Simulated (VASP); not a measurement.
# CaBr (P6_3mc) in VASP: further runs

Runs on CaBr. Level: PBE. Tasks: single point.

All numbers are computed with VASP 6.6.1; they aren't measurements. Logs are shortened: lines on timing, memory, paths and dates and some standing lists are left out, and cuts for length are marked.

**1. The cell of the first run**

Symmetry: P6_3mc, No. 186, hexagonal system. Conventional cell: a = 4.084 Å, b = 4.084 Å, c = 9.672 Å, α = 90.00°, β = 90.00°, γ = 120.00°. Ca (site symmetry 3m) has 4 Br at 2.96 to 3.01 Å within 3.9 Å. Br (site symmetry 3m) has 4 Ca at 2.96 to 3.01 Å within 3.9 Å.

**2. Single point, PBE**

File INCAR:

```
SYSTEM = CaBr
PREC = Accurate ; ENCUT = 520
EDIFF = 1E-6 ; ISMEAR = 1
SIGMA = 0.3 ; LREAL = .False.
LASPH = .True. ; NELM = 60
ALGO = Normal ; ISIF = 2
LWAVE = .False. ; LCHARG = .True.
GGA = PE ; LELF = .True.
LVHAR = .True. ; NBANDS = 25
```

File KPOINTS:

```
regular mesh
0
Gamma
  7 7 3
  0 0 0
```

File POSCAR:

```
CaBr
1.0
    4.0841480000      0.0000000000      0.0000000000
   -2.0420740000      3.5369759208      0.0000000000
    0.0000000000      0.0000000000      9.6721260000
Ca Br
2 2
Direct
    0.3333333333      0.6666666667      0.3405120000
    0.6666666667      0.3333333333      0.8405120000
    0.3333333333      0.6666666667      0.0344880000
    0.6666666667      0.3333333333      0.5344880000
```

Potentials or basis: VASP PAW PBE potentials, release 64 (Ca_sv, Br).

Command:

```sh
> cat potpaw_PBE.64/Ca_sv/POTCAR potpaw_PBE.64/Br/POTCAR > POTCAR
> mpirun -np 1 vasp_std > vasp.out
```

OUTCAR:

```text
SYSTEM = CaBr
   PREC = Accurate
   ENCUT = 520
   EDIFF = 1E-6
   ISMEAR = 1
   LREAL = .False.
   LASPH = .True.
   NELM = 60
   ISIF = 2
   GGA = PE

 ion  position               nearest neighbor table
   1  0.333  0.667  0.341-   3 2.96
   2  0.667  0.333  0.841-   4 2.96
   3  0.333  0.667  0.034-   1 2.96
   4  0.667  0.333  0.534-   2 2.96

  LATTYP: Found a hexagonal cell.
 ALAT       =     4.0841480000
 C/A-ratio  =     2.3682114360

  Lattice vectors:

 A1 = (   4.0841480000,   0.0000000000,   0.0000000000)
 A2 = (  -2.0420740000,   3.5369759208,   0.0000000000)
 A3 = (   0.0000000000,   0.0000000000,   9.6721260000)

Analysis of symmetry for initial positions (statically):
=====================================================================
 Subroutine PRICEL returns:
 Original cell was already a primitive cell.

 Routine SETGRP: Setting up the symmetry group for a
 hexagonal supercell.

 Subroutine GETGRP returns: Found 12 space group operations
 (whereof  6 operations were pure point group operations)
 out of a pool of 24 trial point group operations.

The static configuration has the point symmetry C_3v.
 The point group associated with its full space group is C_6v.

Analysis of symmetry for dynamics (positions and initial velocities):
=====================================================================
 Subroutine PRICEL returns:
 Original cell was already a primitive cell.

 Routine SETGRP: Setting up the symmetry group for a
 hexagonal supercell.

 Subroutine GETGRP returns: Found 12 space group operations
 (whereof  6 operations were pure point group operations)
 out of a pool of 24 trial point group operations.

The dynamic configuration has the point symmetry C_3v.
 The point group associated with its full space group is C_6v.

 Subroutine INISYM returns: Found 12 space group operations
 (whereof  6 operations are pure point group operations),
 and found     1 'primitive' translations

----------------------------------------------------------------------------------------

                                     Primitive cell

  volume of cell :     139.7190

  direct lattice vectors                    reciprocal lattice vectors
     4.084148000  0.000000000  0.000000000     0.244849109  0.141363699  0.000000000
    -2.042074000  3.536975921  0.000000000     0.000000000  0.282727398  0.000000000
     0.000000000  0.000000000  9.672126000     0.000000000  0.000000000  0.103389886

  length of vectors
     4.084148000  4.084148000  9.672126000     0.282727398  0.282727398  0.103389886

  position of ions in fractional coordinates (direct lattice)
     0.333333333  0.666666667  0.340512000
     0.666666667  0.333333333  0.840512000
     0.333333333  0.666666667  0.034488000
     0.666666667  0.333333333  0.534488000

  ion indices of the primitive-cell ions
   primitive index   ion index
                 1           1
                 2           2
                 3           3
                 4           4

----------------------------------------------------------------------------------------

 KPOINTS: regular mesh

Automatic generation of k-mesh.
 Grid dimensions read from file:
 generate k-points for:    7    7    3

 Generating k-lattice:

  Cartesian coordinates                     Fractional coordinates (reciprocal lattice)
     0.034978444  0.020194814  0.000000000     0.142857143  0.000000000  0.000000000
     0.000000000  0.040389628  0.000000000     0.000000000  0.142857143  0.000000000
     0.000000000  0.000000000  0.034463295     0.000000000  0.000000000  0.333333333

  Length of vectors
     0.040389628  0.040389628  0.034463295

  Shift w.r.t. Gamma in fractional coordinates (k-lattice)
     0.000000000  0.000000000  0.000000000

 Subroutine IBZKPT returns following result:
 ===========================================

 Found     16 irreducible k-points:

 Following reciprocal coordinates:
            Coordinates               Weight
  0.000000  0.000000  0.000000      1.000000
  0.142857  0.000000  0.000000      6.000000
  0.285714 -0.000000  0.000000      6.000000
  0.428571  0.000000  0.000000      6.000000
  0.142857  0.142857  0.000000      6.000000
  0.285714  0.142857  0.000000     12.000000
[... 8 lines left out ...]
  0.428571  0.142857  0.333333     12.000000
  0.285714  0.285714  0.333333     12.000000
   k-points           NKPTS =     16   k-points in BZ     NKDIM =     16   number of bands    NBANDS=     25
   number of dos      NEDOS =    301   number of ions     NIONS =      4
   total plane-waves  NPLWV =  64800
   dimension x,y,z NGX =    30 NGY =   30 NGZ =   72
   dimension x,y,z NGXF=    60 NGYF=   60 NGZF=  144
   ions per type =               2   2
   NGX,Y,Z   is equivalent  to a cutoff of  12.21, 12.21, 12.38 a.u.
   NGXF,Y,Z  is equivalent  to a cutoff of  24.42, 24.42, 24.75 a.u.
 SYSTEM =  CaBr
   PREC   = accura    normal or accurate (medium, high low for compatibility)
   ISTART =      0    job   : 0-new  1-cont  2-samecut
   ICHARG =      2    charge: 1-file 2-atom 10-const
   ISPIN  =      1    spin polarized calculation?
   LNONCOLLINEAR =      F non collinear calculations
   LSORBIT =      F    spin-orbit coupling
   LASPH  =      T    aspherical Exc in radial PAW
   ENCUT  =  520.0 eV  38.22 Ry    6.18 a.u.   7.59  7.59 17.98*2*pi/ulx,y,z
   NELM   =     60;   NELMIN=  2; NELMDL= -5     # of ELM steps
   EDIFF  = 0.1E-05   stopping-criterion for ELM
   LREAL  =      F    real-space projection
   EDIFFG = 0.1E-04   stopping-criterion for IOM
   NSW    =      0    number of steps for IOM
   IBRION =     -1    ionic relax: 0-MD 1-quasi-New 2-CG
   NFREE  =      0    steps in history (QN), initial steepest desc. (CG)
   ISIF   =      2    stress and relaxation
   ISYM   =      2    0-nonsym 1-usesym 2-fastsym
   POTIM  = 0.5000    time-step for ionic-motion
   TEBEG  =    0.0;   TEEND  =   0.0 temperature during run
   PSTRESS=    0.0 pullay stress
   NELECT =      34.0000    total number of electrons
   NUPDOWN=      -1.0000    fix difference up-down
   EMIN   =  10.00;   EMAX   =-10.00  energy-range for DOS
   EFERMI =   0.00;   METHOD = LEGACY
   ISMEAR =     1;   SIGMA  =   0.30  broadening in eV -4-tet -1-fermi 0-gaus
   EFERMI_NEDOS =   21; number of points for ismear=-14 and -15
   IALGO  =     38    algorithm
   IMIX   =      4    mixing-type and parameters
     AMIX     =   0.40;   BMIX     =  1.00
     AMIX_MAG =   1.60;   BMIX_MAG =  1.00
  volume/ion in A,a.u.               =      34.93       235.72
  Fermi-wavevector in a.u.,A,eV,Ry     =   1.022075  1.931441 14.213145  1.044637
  Thomas-Fermi vector in A             =   2.155734
   LORBIT       =      0    0 simple, 1 ext, 2 COOP (PROOUT), +10 PAW based schemes
   GGA     = PE    functional components
   LHFCALC =     F    Hartree Fock is set to
   AEXX    =    0.0000 exact exchange contribution
   IVDW    =     0    specifies the selected vdW correction
   LEPSILON=     F    determine dielectric tensor
   LRPA    =     F    only Hartree local field effects (RPA)
 non-spin polarized calculation
 Methfessel and Paxton  Order N= 1 SIGMA  =   0.30
  energy-cutoff  :      520.00
  volume of cell :      139.72
 maximum number of plane-waves:      3792
   NGX = 15   NGY = 15   NGZ = 35

 number of electron      33.9999991 magnetization

 Free energy of the ion-electron system (eV)
  ---------------------------------------------------
  ext. energy  EPLUGINS =         0.00000000
  ---------------------------------------------------
  free energy    TOTEN  =       -12.01453047 eV

  energy without entropy =      -11.98325983  energy(sigma->0) =      -12.00410692

 E-fermi :   3.1671     XC(G=0):  -7.9685

 val. band max:        3.1553883232   @ k =   0.2857   0.1429   0.3333
 cond. band min:       3.2850809733   @ k =   0.4286   0.0000   0.3333
 fundamental gap:      0.1296926501
 Fermi energy:         3.1671383455

 k-point     1 :       0.0000    0.0000    0.0000
  band No.  band energies     occupation
      1     -39.3703      2.00000
      2     -39.3701      2.00000
      3     -20.3874      2.00000
      4     -20.3593      2.00000
      5     -20.3567      2.00000
      6     -20.3567      2.00000
[... 17 lines left out ...]
     24       5.5219     -0.00000
     25       5.6417     -0.00000

 k-point     2 :       0.1429    0.0000    0.0000
  band No.  band energies     occupation
      1     -39.3693      2.00000
      2     -39.3691      2.00000
      3     -20.3857      2.00000
      4     -20.3719      2.00000
      5     -20.3683      2.00000
      6     -20.3600      2.00000
[... 17 lines left out ...]
     24       5.6397     -0.00000
     25       5.6584     -0.00000

 k-point     3 :       0.2857   -0.0000    0.0000
  band No.  band energies     occupation
      1     -39.3670      2.00000
      2     -39.3669      2.00000
      3     -20.4079      2.00000
      4     -20.4052      2.00000
      5     -20.3679      2.00000
      6     -20.3675      2.00000
[... 17 lines left out ...]
     24       5.7007     -0.00000
     25       5.8981     -0.00000

 k-point     4 :       0.4286    0.0000    0.0000
  band No.  band energies     occupation
      1     -39.3652      2.00000
      2     -39.3651      2.00000
      3     -20.4331      2.00000
      4     -20.4316      2.00000
      5     -20.3735      2.00000
      6     -20.3725      2.00000
[... 17 lines left out ...]
     24       6.1946     -0.00000
     25       6.3822     -0.00000
[... 253 lines left out ...]
 k-point    14 :       0.2857    0.1429    0.3333
  band No.  band energies     occupation
      1     -39.3656      2.00000
      2     -39.3655      2.00000
      3     -20.4208      2.00000
      4     -20.4200      2.00000
      5     -20.3785      2.00000
      6     -20.3780      2.00000
[... 17 lines left out ...]
     24       6.0421     -0.00000
     25       6.3462     -0.00000

 k-point    15 :       0.4286    0.1429    0.3333
  band No.  band energies     occupation
      1     -39.3647      2.00000
      2     -39.3646      2.00000
      3     -20.4316      2.00000
      4     -20.4310      2.00000
      5     -20.3836      2.00000
      6     -20.3830      2.00000
[... 17 lines left out ...]
     24       6.0672     -0.00000
     25       6.4632     -0.00000

 k-point    16 :       0.2857    0.2857    0.3333
  band No.  band energies     occupation
      1     -39.3644      2.00000
      2     -39.3644      2.00000
      3     -20.4214      2.00000
      4     -20.4213      2.00000
      5     -20.3975      2.00000
      6     -20.3971      2.00000
[... 17 lines left out ...]
     24       5.9771     -0.00000
     25       6.3325     -0.00000

------------------------ aborting loop because EDIFF is reached ----------------------------------------

  FORCE on cell =-STRESS in cart. coord.  units (eV):
  Direction    XX          YY          ZZ          XY          YZ          ZX
  --------------------------------------------------------------------------------------
  -------------------------------------------------------------------------------------
  Total        0.2295741      0.2295741      0.9068873     -0.0000000      0.0000000      0.0000000
  in kB        2.6325581      2.6325581     10.3994028     -0.0000000      0.0000000      0.0000000
  external PRESSURE =       5.2215063 kB  Pullay stress =       0.0000000 kB

 VOLUME and BASIS-vectors are now :
 -----------------------------------------------------------------------------
  energy-cutoff  :      520.00
  volume of cell :      139.72
      direct lattice vectors                 reciprocal lattice vectors
     4.084148000  0.000000000  0.000000000     0.244849109  0.141363699  0.000000000
    -2.042074000  3.536975921  0.000000000     0.000000000  0.282727398  0.000000000
     0.000000000  0.000000000  9.672126000     0.000000000  0.000000000  0.103389886

 POSITION                                       TOTAL-FORCE (eV/Angst)
 -----------------------------------------------------------------------------------
     -0.00000      2.35798      3.29347         0.000000     -0.000000     -0.128145
      2.04207      1.17899      8.12954        -0.000000      0.000000     -0.128145
     -0.00000      2.35798      0.33357         0.000000     -0.000000      0.128145
      2.04207      1.17899      5.16964        -0.000000     -0.000000      0.128145
 -----------------------------------------------------------------------------------
    total drift:                               -0.000000     -0.000000     -0.000679

  FREE ENERGIE OF THE ION-ELECTRON SYSTEM (eV)
  ---------------------------------------------------
  free  energy   TOTEN  =       -12.0145304661 eV

  energy  without entropy=      -11.9832598339  energy(sigma->0) =      -12.00410692
```

Wall time 42 s (1 thread of AMD EPYC 7R13 (Zen 3), shared host); peak memory 0.22 GiB.

What came out:

```yaml
Free_energy: -12.0145 eV
Pressure: 0.5 GPa
Largest_force: 0.128 eV/Å
Band_gap_on_the_k_mesh: zero (bands 17 and 18 overlap by 0.82 eV)
```

Forces in eV/Å, atoms in the order of the input:
```
Ca   0.000  0.000 -0.128
Ca   0.000  0.000 -0.128
Br   0.000  0.000  0.128
Br   0.000  0.000  0.128
```

Caveat: so wide a smearing shifts energies and pressures.

**3. Single point, PBE**

File INCAR:

```
SYSTEM = CaBr
  PREC = Accurate
  ENCUT = 520
  EDIFF = 1E-6
  ISMEAR = 1
  SIGMA = 0.2
  LREAL = .FALSE.
  LASPH = .TRUE.
  NELM = 60
  ALGO = Normal
  ISIF = 2
  LWAVE = .FALSE.
  LCHARG = .FALSE.
  GGA = PE
  NBANDS = 25
```

File KPOINTS:

```
regular mesh
0
G
  7 7 3
  0 0 0
```

POSCAR is that of step 2.

Potentials or basis: VASP PAW PBE potentials, release 64 (Ca_sv, Br).

Command:

```sh
> cat potpaw_PBE.64/Ca_sv/POTCAR potpaw_PBE.64/Br/POTCAR > POTCAR
> mpirun -np 1 vasp_std > vasp.out
```

Run time: 38 s. Hardware: 1 thread of AMD EPYC 7R13 (Zen 3), shared host; peak memory 0.22 GiB.

It converged, with:

| Item | Value |
| --- | --- |
| Free energy | -12.0067 eV |
| Pressure | 0.5 GPa |
| Largest force | 0.142 eV/Å |
| Band gap on the k mesh | zero (bands 17 and 18 overlap by 0.82 eV) |

Forces on the atoms (eV/Å):
```
Ca   0.000  0.000 -0.142
Ca   0.000  0.000 -0.142
Br   0.000  0.000  0.142
Br   0.000  0.000  0.142
```

Stress tensor (GPa, compression positive):
```
0.26 0.00 0.00
0.00 0.26 0.00
0.00 0.00 1.02
```

Levels at points of the mesh, in eV from the Fermi level:
| k point | band 13 | band 14 | band 15 | band 16 | band 17 | band 18 | band 19 | band 20 | band 21 | band 22 |
| --- | --- | --- | --- | --- | --- | --- | --- | --- | --- | --- |
| (0.00, 0.00, 0.00) | -4.25 | -4.25 | -4.17 | -4.17 | -1.75 | -0.06 | 1.83 | 1.83 | 1.99 | 2.03 |

The gap in the log of VASP goes by the Fermi energy; the results here count the filled bands.